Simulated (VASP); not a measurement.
# HPb4 (P-3m1) in VASP: a series of runs

Runs on HPb4. Level: PBE. Tasks: single point.

All numbers are computed with VASP 6.6.1; they aren't measurements. Logs are shortened: lines on timing, memory, paths and dates and some standing lists are left out, and cuts for length are marked.

## (1) The cell of the first run

Symmetry: P-3m1, No. 164, trigonal system. The conventional cell has a = 3.486 Å, b = 3.486 Å, c = 11.208 Å, α = 90.00°, β = 90.00°, γ = 120.00°. H (site symmetry -3m) has 6 Pb at 2.51 Å within 3.3 Å. Within 3.3 Å of Pb (site symmetry 3m) lie 3 H at 2.51 Å. Pb (site symmetry 3m) has 12 Pb at 3.38 to 3.49 Å within 4.4 Å.

## (2) Single point, PBE

File INCAR:

```
SYSTEM = HPb4
ALGO = Normal
EDIFF = 1E-6
ENCUT = 520
GGA = PE
ISIF = 2
ISMEAR = 0
LASPH = .True.
LCHARG = .False.
LREAL = .False.
LWAVE = .False.
NBANDS = 36
NELM = 60
PREC = Accurate
SIGMA = 0.1
```

File KPOINTS:

```
k-points
0
Gamma
  6 6 2
  0 0 0
```

File POSCAR:

```
HPb4
1.0
    3.4857504800      0.0000000000      0.0000000000
   -1.7428752400      3.0187484700      0.0000000000
    0.0000000000      0.0000000000     11.2083657800
H Pb
1 4
Direct
    0.0000000000      0.0000000000      0.0000000000
    0.3333333300      0.6666666700      0.8658552800
    0.3333333300      0.6666666700      0.3767953500
    0.6666666700      0.3333333300      0.1341447200
    0.6666666700      0.3333333300      0.6232046500
```

Potentials or basis: VASP PAW PBE potentials, release 64 (H, Pb_d).

The run is started by

```console
$ cat potpaw_PBE.64/H/POTCAR potpaw_PBE.64/Pb_d/POTCAR > POTCAR
$ mpirun -np 1 vasp_std > vasp.out
```

OUTCAR:

```text
SYSTEM = HPb4
   EDIFF = 1E-6
   ENCUT = 520
   GGA = PE
   ISIF = 2
   ISMEAR = 0
   LASPH = .True.
   LREAL = .False.
   NELM = 60
   PREC = Accurate

 ion  position               nearest neighbor table
   1  0.000  0.000  0.000-   2 2.51   4 2.51   4 2.51   2 2.51   4 2.51   2 2.51
   2  0.333  0.667  0.866-   1 2.51   1 2.51   1 2.51   5 3.38   5 3.38   5 3.38   4 3.62   4 3.62
                             4 3.62
   3  0.333  0.667  0.377-   4 3.38   4 3.38   4 3.38   5 3.42   5 3.42   5 3.42
   4  0.667  0.333  0.134-   1 2.51   1 2.51   1 2.51   3 3.38   3 3.38   3 3.38   2 3.62   2 3.62
                             2 3.62
   5  0.667  0.333  0.623-   2 3.38   2 3.38   2 3.38   3 3.42   3 3.42   3 3.42

  LATTYP: Found a hexagonal cell.
 ALAT       =     3.4857504800
 C/A-ratio  =     3.2154813847

  Lattice vectors:

 A1 = (   3.4857504800,   0.0000000000,   0.0000000000)
 A2 = (  -1.7428752400,   3.0187484700,   0.0000000000)
 A3 = (   0.0000000000,   0.0000000000,  11.2083657800)

Analysis of symmetry for initial positions (statically):
=====================================================================
 Subroutine PRICEL returns:
 Original cell was already a primitive cell.

 Routine SETGRP: Setting up the symmetry group for a
 hexagonal supercell.

 Subroutine GETGRP returns: Found 12 space group operations
 (whereof 12 operations were pure point group operations)
 out of a pool of 24 trial point group operations.

The static configuration has the point symmetry D_3d.

Analysis of symmetry for dynamics (positions and initial velocities):
=====================================================================
 Subroutine PRICEL returns:
 Original cell was already a primitive cell.

 Routine SETGRP: Setting up the symmetry group for a
 hexagonal supercell.

 Subroutine GETGRP returns: Found 12 space group operations
 (whereof 12 operations were pure point group operations)
 out of a pool of 24 trial point group operations.

The dynamic configuration has the point symmetry D_3d.

 Subroutine INISYM returns: Found 12 space group operations
 (whereof 12 operations are pure point group operations),
 and found     1 'primitive' translations

----------------------------------------------------------------------------------------

                                     Primitive cell

  volume of cell :     117.9412

  direct lattice vectors                    reciprocal lattice vectors
     3.485750480  0.000000000  0.000000000     0.286882267  0.165631554  0.000000000
    -1.742875240  3.018748470  0.000000000     0.000000000  0.331263108  0.000000000
     0.000000000  0.000000000 11.208365780     0.000000000  0.000000000  0.089219073

  length of vectors
     3.485750480  3.485750483 11.208365780     0.331263108  0.331263108  0.089219073

  position of ions in fractional coordinates (direct lattice)
     0.000000000  0.000000000  0.000000000
     0.333333330  0.666666670  0.865855280
     0.333333330  0.666666670  0.376795350
     0.666666670  0.333333330  0.134144720
     0.666666670  0.333333330  0.623204650

  ion indices of the primitive-cell ions
   primitive index   ion index
                 1           1
                 2           2
                 3           3
                 4           4
                 5           5

----------------------------------------------------------------------------------------

 KPOINTS: k-points

Automatic generation of k-mesh.
 Grid dimensions read from file:
 generate k-points for:    6    6    2

 Generating k-lattice:

  Cartesian coordinates                     Fractional coordinates (reciprocal lattice)
     0.047813711  0.027605259  0.000000000     0.166666667 -0.000000000  0.000000000
     0.000000000  0.055210518  0.000000000     0.000000000  0.166666667  0.000000000
     0.000000000  0.000000000  0.044609536     0.000000000  0.000000000  0.500000000

  Length of vectors
     0.055210518  0.055210518  0.044609536

  Shift w.r.t. Gamma in fractional coordinates (k-lattice)
     0.000000000  0.000000000  0.000000000

 Subroutine IBZKPT returns following result:
 ===========================================

 Found     14 irreducible k-points:

 Following reciprocal coordinates:
            Coordinates               Weight
  0.000000  0.000000  0.000000      1.000000
  0.166667  0.000000  0.000000      6.000000
  0.333333  0.000000  0.000000      6.000000
  0.500000  0.000000  0.000000      3.000000
  0.166667  0.166667  0.000000      6.000000
  0.333333  0.166667  0.000000     12.000000
  0.333333  0.333333  0.000000      2.000000
  0.000000  0.000000  0.500000      1.000000
  0.166667  0.000000  0.500000      6.000000
  0.333333  0.000000  0.500000      6.000000
  0.500000  0.000000  0.500000      3.000000
  0.166667  0.166667  0.500000      6.000000
  0.333333  0.166667  0.500000     12.000000
  0.333333  0.333333  0.500000      2.000000
   k-points           NKPTS =     14   k-points in BZ     NKDIM =     14   number of bands    NBANDS=     36
   number of dos      NEDOS =    301   number of ions     NIONS =      5
   total plane-waves  NPLWV =  65856
   dimension x,y,z NGX =    28 NGY =   28 NGZ =   84
   dimension x,y,z NGXF=    56 NGYF=   56 NGZF=  168
   ions per type =               1   4
   NGX,Y,Z   is equivalent  to a cutoff of  13.35, 13.35, 12.46 a.u.
   NGXF,Y,Z  is equivalent  to a cutoff of  26.71, 26.71, 24.92 a.u.
 SYSTEM =  HPb4
   PREC   = accura    normal or accurate (medium, high low for compatibility)
   ISTART =      0    job   : 0-new  1-cont  2-samecut
   ICHARG =      2    charge: 1-file 2-atom 10-const
   ISPIN  =      1    spin polarized calculation?
   LNONCOLLINEAR =      F non collinear calculations
   LSORBIT =      F    spin-orbit coupling
   LASPH  =      T    aspherical Exc in radial PAW
   ENCUT  =  520.0 eV  38.22 Ry    6.18 a.u.   6.48  6.48 20.84*2*pi/ulx,y,z
   NELM   =     60;   NELMIN=  2; NELMDL= -5     # of ELM steps
   EDIFF  = 0.1E-05   stopping-criterion for ELM
   LREAL  =      F    real-space projection
   EDIFFG = 0.1E-04   stopping-criterion for IOM
   NSW    =      0    number of steps for IOM
   IBRION =     -1    ionic relax: 0-MD 1-quasi-New 2-CG
   NFREE  =      0    steps in history (QN), initial steepest desc. (CG)
   ISIF   =      2    stress and relaxation
   ISYM   =      2    0-nonsym 1-usesym 2-fastsym
   POTIM  = 0.5000    time-step for ionic-motion
   TEBEG  =    0.0;   TEEND  =   0.0 temperature during run
   PSTRESS=    0.0 pullay stress
   NELECT =      57.0000    total number of electrons
   NUPDOWN=      -1.0000    fix difference up-down
   EMIN   =  10.00;   EMAX   =-10.00  energy-range for DOS
   EFERMI =   0.00;   METHOD = LEGACY
   ISMEAR =     0;   SIGMA  =   0.10  broadening in eV -4-tet -1-fermi 0-gaus
   EFERMI_NEDOS =   21; number of points for ismear=-14 and -15
   IALGO  =     38    algorithm
   IMIX   =      4    mixing-type and parameters
     AMIX     =   0.40;   BMIX     =  1.00
     AMIX_MAG =   1.60;   BMIX_MAG =  1.00
  volume/ion in A,a.u.               =      23.59       159.18
  Fermi-wavevector in a.u.,A,eV,Ry     =   1.284728  2.427784 22.456779  1.650527
  Thomas-Fermi vector in A             =   2.416905
   LORBIT       =      0    0 simple, 1 ext, 2 COOP (PROOUT), +10 PAW based schemes
   GGA     = PE    functional components
   LHFCALC =     F    Hartree Fock is set to
   AEXX    =    0.0000 exact exchange contribution
   IVDW    =     0    specifies the selected vdW correction
   LEPSILON=     F    determine dielectric tensor
   LRPA    =     F    only Hartree local field effects (RPA)
 non-spin polarized calculation
 Gauss-broadening in eV      SIGMA  =   0.10
  energy-cutoff  :      520.00
  volume of cell :      117.94
 maximum number of plane-waves:      3210
 NGX is ok and might be reduce to    28
   NGX = 13   NGY = 13   NGZ = 41

 number of electron      56.9999991 magnetization

 Free energy of the ion-electron system (eV)
  ---------------------------------------------------
  ext. energy  EPLUGINS =         0.00000000
  ---------------------------------------------------
  free energy    TOTEN  =       -16.18726613 eV

  energy without entropy =      -16.16964453  energy(sigma->0) =      -16.17845533

 E-fermi :   7.7338     XC(G=0): -10.4635

 val. band max:        7.6371640202   @ k =   0.5000   0.0000   0.0000
 cond. band min:       7.7443974531   @ k =   0.3333   0.1667   0.0000
 fundamental gap:      0.1072334329
 Fermi energy:         7.7338020869

 k-point     1 :       0.0000    0.0000    0.0000
  band No.  band energies     occupation
      1      -9.3962      2.00000
      2      -9.3838      2.00000
      3      -9.3560      2.00000
      4      -9.3560      2.00000
      5      -9.3542      2.00000
      6      -9.3542      2.00000
[... 28 lines left out ...]
     35      15.0221      0.00000
     36      15.0221      0.00000

 k-point     2 :       0.1667    0.0000    0.0000
  band No.  band energies     occupation
      1      -9.4134      2.00000
      2      -9.4033      2.00000
      3      -9.3796      2.00000
      4      -9.3477      2.00000
      5      -9.3288      2.00000
      6      -9.3218      2.00000
[... 28 lines left out ...]
     35      13.1154      0.00000
     36      14.9031      0.00000

 k-point     3 :       0.3333    0.0000    0.0000
  band No.  band energies     occupation
      1      -9.4879      2.00000
      2      -9.4498      2.00000
      3      -9.4182      2.00000
      4      -9.3834      2.00000
      5      -9.3660      2.00000
      6      -9.3532      2.00000
[... 28 lines left out ...]
     35      11.6875      0.00000
     36      12.5266      0.00000

 k-point     4 :       0.5000    0.0000    0.0000
  band No.  band energies     occupation
      1      -9.5240      2.00000
      2      -9.4625      2.00000
      3      -9.4306      2.00000
      4      -9.4175      2.00000
      5      -9.4098      2.00000
      6      -9.4085      2.00000
[... 28 lines left out ...]
     35      11.3751      0.00000
     36      11.5938      0.00000

 k-point     5 :       0.1667    0.1667    0.0000
  band No.  band energies     occupation
      1      -9.4187      2.00000
      2      -9.3932      2.00000
      3      -9.3909      2.00000
      4      -9.3835      2.00000
      5      -9.3659      2.00000
      6      -9.3331      2.00000
[... 265 lines left out ...]
 k-point    12 :       0.1667    0.1667    0.5000
  band No.  band energies     occupation
      1      -9.4143      2.00000
      2      -9.4061      2.00000
      3      -9.3745      2.00000
      4      -9.3725      2.00000
      5      -9.3670      2.00000
      6      -9.3556      2.00000
[... 28 lines left out ...]
     35      13.0895      0.00000
     36      13.4740      0.00000

 k-point    13 :       0.3333    0.1667    0.5000
  band No.  band energies     occupation
      1      -9.4470      2.00000
      2      -9.4288      2.00000
      3      -9.4217      2.00000
      4      -9.4032      2.00000
      5      -9.3550      2.00000
      6      -9.3452      2.00000
[... 28 lines left out ...]
     35      11.1541      0.00000
     36      12.0395      0.00000

 k-point    14 :       0.3333    0.3333    0.5000
  band No.  band energies     occupation
      1      -9.4243      2.00000
      2      -9.4153      2.00000
      3      -9.3725      2.00000
      4      -9.3725      2.00000
      5      -9.3601      2.00000
      6      -9.3601      2.00000
[... 28 lines left out ...]
     35      10.6896      0.00000
     36      10.9831      0.00000

------------------------ aborting loop because EDIFF is reached ----------------------------------------

  FORCE on cell =-STRESS in cart. coord.  units (eV):
  Direction    XX          YY          ZZ          XY          YZ          ZX
  --------------------------------------------------------------------------------------
  -------------------------------------------------------------------------------------
  Total        4.2973399      4.2973399      4.3261003      0.0000000     -0.0000000      0.0000000
  in kB       58.3774029     58.3774030     58.7681000      0.0000000     -0.0000000      0.0000000
  external PRESSURE =      58.5076353 kB  Pullay stress =       0.0000000 kB

 VOLUME and BASIS-vectors are now :
 -----------------------------------------------------------------------------
  energy-cutoff  :      520.00
  volume of cell :      117.94
      direct lattice vectors                 reciprocal lattice vectors
     3.485750480  0.000000000  0.000000000     0.286882267  0.165631554  0.000000000
    -1.742875240  3.018748470  0.000000000     0.000000000  0.331263108  0.000000000
     0.000000000  0.000000000 11.208365780     0.000000000  0.000000000  0.089219073

 POSITION                                       TOTAL-FORCE (eV/Angst)
 -----------------------------------------------------------------------------------
      0.00000      0.00000      0.00000        -0.000000      0.000000      0.000000
     -0.00000      2.01250      9.70482         0.000000      0.000000      0.326994
     -0.00000      2.01250      4.22326        -0.000000      0.000000      0.274282
      1.74288      1.00625      1.50354        -0.000000     -0.000000     -0.326994
      1.74288      1.00625      6.98511         0.000000      0.000000     -0.274282
 -----------------------------------------------------------------------------------
    total drift:                                0.000000      0.000000      0.000000

  FREE ENERGIE OF THE ION-ELECTRON SYSTEM (eV)
  ---------------------------------------------------
  free  energy   TOTEN  =       -16.1872661310 eV

  energy  without entropy=      -16.1696445334  energy(sigma->0) =      -16.17845533
```

It took 39 s on 1 thread of Intel Xeon Platinum 8488C (Sapphire Rapids), shared host; peak memory 0.25 GiB.

Results:

```yaml
Free_energy: -16.1873 eV
Pressure: 5.9 GPa
Largest_force: 0.327 eV/Å
```

Forces on the atoms (eV/Å):
```
H    0.000  0.000  0.000
Pb   0.000  0.000  0.327
Pb   0.000  0.000  0.274
Pb   0.000  0.000 -0.327
Pb   0.000  0.000 -0.274
```

Caveat: spin-orbit coupling is left out, which moves the levels of the heavy elements.

## (3) Single point, PBE

This run uses another cell than the first one, of 26.42 Å³/atom, 1.120 times its volume.

File INCAR:

```
SYSTEM = HPb4
PREC = Accurate ; ENCUT = 520
EDIFF = 1E-7 ; ISMEAR = 0
SIGMA = 0.1 ; LREAL = .False.
LASPH = .True. ; NELM = 80
ALGO = Normal ; ISIF = 2
LWAVE = .False. ; LCHARG = .True.
GGA = PE ; LELF = .True.
LVHAR = .True. ; NBANDS = 36
```

File KPOINTS:

```
regular mesh
0
Gamma
  6 6 2
  0 0 0
```

File POSCAR:

```
HPb4
1.0
    3.7256002723      0.0000000000      0.0000000000
   -1.8628001361      3.2264644801      0.0000000000
    0.0000000000      0.0000000000     10.9888624831
H Pb
1 4
Direct
    0.0000000000      0.0000000000      0.0000000000
    0.3333333333      0.6666666667      0.8752898938
    0.3333333333      0.6666666667      0.3821819235
    0.6666666667      0.3333333333      0.1247101062
    0.6666666667      0.3333333333      0.6178180765
```

Potentials or basis: VASP PAW PBE potentials, release 64 (H, Pb_d).

The run is started by

```console
$ cat potpaw_PBE.64/H/POTCAR potpaw_PBE.64/Pb_d/POTCAR > POTCAR
$ mpirun -np 1 vasp_std > vasp.out
```

OUTCAR:

```text
SYSTEM = HPb4
   PREC = Accurate
   ENCUT = 520
   EDIFF = 1E-7
   ISMEAR = 0
   LREAL = .False.
   LASPH = .True.
   NELM = 80
   ISIF = 2
   GGA = PE

 ion  position               nearest neighbor table
   1  0.000  0.000  0.000-
   2  0.333  0.667  0.875-   4 3.48   4 3.48   4 3.48   5 3.55   5 3.55   5 3.55
   3  0.333  0.667  0.382-   5 3.37   5 3.37   5 3.37   4 3.55   4 3.55   4 3.55
   4  0.667  0.333  0.125-   2 3.48   2 3.48   2 3.48   3 3.55   3 3.55   3 3.55
   5  0.667  0.333  0.618-   3 3.37   3 3.37   3 3.37   2 3.55   2 3.55   2 3.55

  LATTYP: Found a hexagonal cell.
 ALAT       =     3.7256002723
[... 736 lines left out ...]
  -------------------------------------------------------------------------------------
  Total        0.0143204      0.0143204      0.0890673      0.0000000      0.0000000      0.0000000
  in kB        0.1736963      0.1736963      1.0803209      0.0000000      0.0000000      0.0000000
  external PRESSURE =       0.4759045 kB  Pullay stress =       0.0000000 kB

 VOLUME and BASIS-vectors are now :
 -----------------------------------------------------------------------------
  energy-cutoff  :      520.00
  volume of cell :      132.09
      direct lattice vectors                 reciprocal lattice vectors
     3.725600272  0.000000000  0.000000000     0.268413122  0.154968388  0.000000000
    -1.862800136  3.226464480  0.000000000     0.000000000  0.309936776  0.000000000
     0.000000000  0.000000000 10.988862483     0.000000000  0.000000000  0.091001230

 POSITION                                       TOTAL-FORCE (eV/Angst)
 -----------------------------------------------------------------------------------
      0.00000      0.00000      0.00000        -0.000000      0.000000      0.000000
     -0.00000      2.15098      9.61844         0.000000      0.000000     -0.010823
     -0.00000      2.15098      4.19974         0.000000      0.000000      0.011089
      1.86280      1.07549      1.37042        -0.000000     -0.000000      0.010823
      1.86280      1.07549      6.78912        -0.000000     -0.000000     -0.011089
 -----------------------------------------------------------------------------------
    total drift:                                0.000000     -0.000000      0.000000

  FREE ENERGIE OF THE ION-ELECTRON SYSTEM (eV)
  ---------------------------------------------------
  free  energy   TOTEN  =       -16.5252013788 eV

  energy  without entropy=      -16.5227495306  energy(sigma->0) =      -16.52397545
```

stdout:

```text
POSCAR found type information on POSCAR H Pb
 POSCAR found :  2 types and       5 ions
 scaLAPACK will be used
 LDA part: xc-table for (Slater+PW92), standard interpolation
 POSCAR, INCAR and KPOINTS ok, starting setup
 FFT: planning ... GRIDC
 FFT: planning ... GRID_SOFT
 FFT: planning ... GRID
 WAVECAR not read
 entering main loop
```

Wall time 52 s (1 thread of Intel Xeon Platinum 8488C (Sapphire Rapids), shared host); peak memory 0.25 GiB.

Results:

* Free energy: -16.5252 eV
* Pressure: 0.0 GPa
* Largest force: 0.011 eV/Å

Forces in eV/Å, atoms in the order of the input:
```
H    0.000  0.000  0.000
Pb   0.000  0.000 -0.011
Pb   0.000  0.000  0.011
Pb   0.000  0.000  0.011
Pb   0.000  0.000 -0.011
```

Caveat: spin-orbit coupling is left out, which moves the levels of the heavy elements.
